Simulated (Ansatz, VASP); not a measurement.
# NbCd3: VASP beside Ansatz

```
Nb Cd
1.0
     4.21500    0.00000    0.00000
     0.00000    4.21500    0.00000
     0.00000    0.00000    4.25715
Nb Cd
1 3
Direct
  0.00000 0.00000 0.00000
  0.00000 0.50000 0.50000
  0.50000 0.00000 0.50000
  0.50000 0.50000 0.00000
```

Change from the starting cell: zz strain of +1 %, PAW files.

Alike in both runs: task electric field gradients; functional LDA; k mesh 9 × 9 × 9; occupations fermi-dirac, width 0.08 eV; no spin polarisation.

```csv
,VASP,Ansatz
version,VASP 6.6.1,Ansatz 0.2.0
potentials or method,"VASP PAW LDA potentials, release 64 (Nb_sv, Cd)","PAW with Ansatz's default frozen-core files, scalar-relativistic"
plane-wave cutoff (eV),520,420
valence electrons in the cell,49,73
```

|  | VASP | Ansatz | Ansatz less VASP |
| --- | --- | --- | --- |
| pressure (GPa) | -2.8 | -3.6 | -0.81 |
| traceless stress, the component that is largest in VASP (GPa) | -0.49 | -0.49 | +0.009 |
| size of Vzz on the site where it differs most (V/Å²) | 111.5 | 112.7 | +1.15 |

LDA's correlation is that of Perdew and Zunger in VASP and of Perdew and Wang (1992) in Ansatz. VASP's potentials hold 49 valence electrons a cell and Ansatz's 73, so a difference there can come from the potentials and not from the codes.
